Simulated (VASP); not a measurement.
# ZnS (P6_3mc) in VASP: further runs, part 2 of 2

VASP 6.6.1. The steps go on from the part before.

## (3) Single point, PBE (strain -0.080 along x and y, +0.080 along z)

File INCAR:

```
  PREC = Accurate
  ENCUT = 520
  EDIFF = 1E-6
  ISMEAR = 0
  SIGMA = 0.05
  LREAL = F
  LASPH = T
  NELM = 60
  ALGO = Normal
  ISIF = 2
  LWAVE = F
  LCHARG = F
  GGA = PE
  NBANDS = 26
```

File KPOINTS:

```
Automatic mesh
0
Gamma
  12 12 4
```

File POSCAR:

```
ZnS
1.0
    3.5378535486      0.0000000000      0.0000000000
   -1.7689267743      3.0638710479      0.0000000000
    0.0000000000      0.0000000000      6.8097599765
Zn S
2 2
Direct
    0.3333333333      0.6666666667      0.0052197901
    0.6666666667      0.3333333333      0.5052197901
    0.3333333333      0.6666666667      0.3797802099
    0.6666666667      0.3333333333      0.8797802099
```

Potentials or basis: VASP PAW PBE potentials, release 64 (Zn, S).

On the command line:

```sh
$ cat potpaw_PBE.64/Zn/POTCAR potpaw_PBE.64/S/POTCAR > POTCAR
$ mpirun -np 1 vasp_std > vasp.out
```

OUTCAR:

```text
PREC = Accurate
   ENCUT = 520
   EDIFF = 1E-6
   ISMEAR = 0
   LREAL = F
   LASPH = T
   NELM = 60
   ISIF = 2
   GGA = PE

 ion  position               nearest neighbor table
   1  0.333  0.667  0.005-   4 2.21   4 2.21   4 2.21   3 2.55
   2  0.667  0.333  0.505-   3 2.21   3 2.21   3 2.21   4 2.55
   3  0.333  0.667  0.380-   2 2.21   2 2.21   2 2.21   1 2.55
   4  0.667  0.333  0.880-   1 2.21   1 2.21   1 2.21   2 2.55

  LATTYP: Found a hexagonal cell.
 ALAT       =     3.5378535486
[... 895 lines left out ...]

  FORCE on cell =-STRESS in cart. coord.  units (eV):
  Direction    XX          YY          ZZ          XY          YZ          ZX
  --------------------------------------------------------------------------------------
  -------------------------------------------------------------------------------------
  Total        8.6404885      8.6404885     -2.0900810      0.0000000      0.0000000      0.0000000
  in kB      187.5455393    187.5455393    -45.3661125      0.0000000      0.0000000      0.0000000
  external PRESSURE =     109.9083221 kB  Pullay stress =       0.0000000 kB

 VOLUME and BASIS-vectors are now :
 -----------------------------------------------------------------------------
  energy-cutoff  :      520.00
  volume of cell :       73.81
      direct lattice vectors                 reciprocal lattice vectors
     3.537853549  0.000000000  0.000000000     0.282657263  0.163192247  0.000000000
    -1.768926774  3.063871048  0.000000000     0.000000000  0.326384493  0.000000000
     0.000000000  0.000000000  6.809759976     0.000000000  0.000000000  0.146848054

 POSITION                                       TOTAL-FORCE (eV/Angst)
 -----------------------------------------------------------------------------------
     -0.00000      2.04258      0.03555         0.000000      0.000000      0.952612
      1.76893      1.02129      3.44043        -0.000000     -0.000000      0.952612
     -0.00000      2.04258      2.58621         0.000000     -0.000000     -0.952612
      1.76893      1.02129      5.99109        -0.000000      0.000000     -0.952612
 -----------------------------------------------------------------------------------
    total drift:                               -0.000000      0.000000      0.001454

  FREE ENERGIE OF THE ION-ELECTRON SYSTEM (eV)
  ---------------------------------------------------
  free  energy   TOTEN  =       -12.9209302606 eV

  energy  without entropy=      -12.9209302606  energy(sigma->0) =      -12.92093026
```

Run time: 50 s. Hardware: 1 thread of Intel Xeon 6975P-C (Granite Rapids), shared host; peak memory 0.24 GiB.

What came out:

```yaml
Free_energy: -12.9209 eV
Pressure: 11.0 GPa
Largest_force: 0.953 eV/Å
Band_gap_on_the_k_mesh: 1.53 eV
```

Forces on the atoms (eV/Å):
```
Zn   0.000  0.000  0.953
Zn   0.000  0.000  0.953
S    0.000  0.000 -0.953
S    0.000  0.000 -0.953
```

Caveat: the cell differs from its parent crystal (strain -0.080 along x and y, +0.080 along z); the cell stands under pressure.

## (4) Single point, PBE (strain +0.000 along x and y, -0.080 along z)

File INCAR:

```
  ALGO = Normal
  EDIFF = 1E-7
  ENCUT = 520
  GGA = PE
  ISIF = 2
  ISMEAR = 0
  LASPH = T
  LCHARG = F
  LREAL = F
  LWAVE = F
  NBANDS = 26
  NELM = 80
  PREC = Accurate
  SIGMA = 0.05
```

File KPOINTS:

```
k-points
0
Gamma
  12 12 4
```

File POSCAR:

```
ZnS
1.0
    3.8454929876      0.0000000000      0.0000000000
   -1.9227464938      3.3302946173      0.0000000000
    0.0000000000      0.0000000000      5.8009066467
Zn S
2 2
Direct
    0.3333333333      0.6666666667      0.0052197901
    0.6666666667      0.3333333333      0.5052197901
    0.3333333333      0.6666666667      0.3797802099
    0.6666666667      0.3333333333      0.8797802099
```

On the command line:

```sh
$ cat potpaw_PBE.64/Zn/POTCAR potpaw_PBE.64/S/POTCAR > POTCAR
$ mpirun -np 1 vasp_std > vasp.out
```

Run time: 58 s. Hardware: 1 thread of Intel Xeon 6975P-C (Granite Rapids), shared host; peak memory 0.24 GiB.

The run converged. Its results:

| Property | Result |
| --- | --- |
| Free energy | -13.3476 eV |
| Pressure | 8.3 GPa |
| Largest force | 1.001 eV/Å |
| Band gap on the k mesh | 2.43 eV |

Forces on the atoms (eV/Å):
```
Zn   0.000  0.000 -1.001
Zn   0.000  0.000 -1.001
S    0.000  0.000  1.001
S    0.000  0.000  1.001
```

Stress tensor (GPa, compression positive):
```
 2.79  0.00  0.00
 0.00  2.79  0.00
 0.00  0.00 19.45
```

Levels at points of the mesh, in eV from the valence-band top:
| k point | band 15 | band 16 | band 17 | band 18 | band 19 | band 20 | band 21 | band 22 |
| --- | --- | --- | --- | --- | --- | --- | --- | --- |
| (0.00, 0.00, 0.00) | -1.39 | -0.13 | -0.13 | 0.00 | 2.43 | 2.52 | 5.85 | 5.85 |
| (0.50, 0.00, 0.00) | -3.64 | -2.78 | -1.92 | -0.91 | 3.18 | 4.44 | 5.39 | 6.58 |
| (0.00, 0.00, 0.50) | -0.79 | -0.79 | -0.79 | -0.79 | 3.35 | 3.35 | 6.33 | 6.33 |
| (0.50, 0.00, 0.50) | -1.93 | -1.93 | -1.54 | -1.54 | 3.60 | 3.60 | 5.42 | 5.42 |

Caveat: the cell differs from its parent crystal (strain +0.000 along x and y, -0.080 along z); the cell stands under pressure; forces of over 1 eV/Å act on the atoms, so gaps and moduli don't describe the material at rest. A k mesh can miss the band edges.

## (5) Overview

```tsv
cell	gap on the mesh (eV)	pressure (GPa)	largest force (eV/Å)
a = 3.538, b = 3.538, c = 6.558 Å, angles 90.0, 90.0, 120.0°, 4 atoms	1.94	14.0	1.03
a = 3.538, b = 3.538, c = 6.810 Å, angles 90.0, 90.0, 120.0°, 4 atoms	1.53	11.0	0.95
a = 3.845, b = 3.845, c = 5.801 Å, angles 90.0, 90.0, 120.0°, 4 atoms	2.43	8.3	1.00
```

Alike in all rows: task single point; level PBE; potentials or basis VASP PAW PBE potentials, release 64 (Zn, S); no spin polarisation; k mesh 12 × 12 × 4; cutoff (eV) 520; smearing gaussian 0.05 eV.

Caveats: the cell stands under pressure; forces of over 1 eV/Å act on the atoms, so gaps and moduli don't describe the material at rest (at least some runs).

Absolute energies hang on the potentials; compare differences alone.
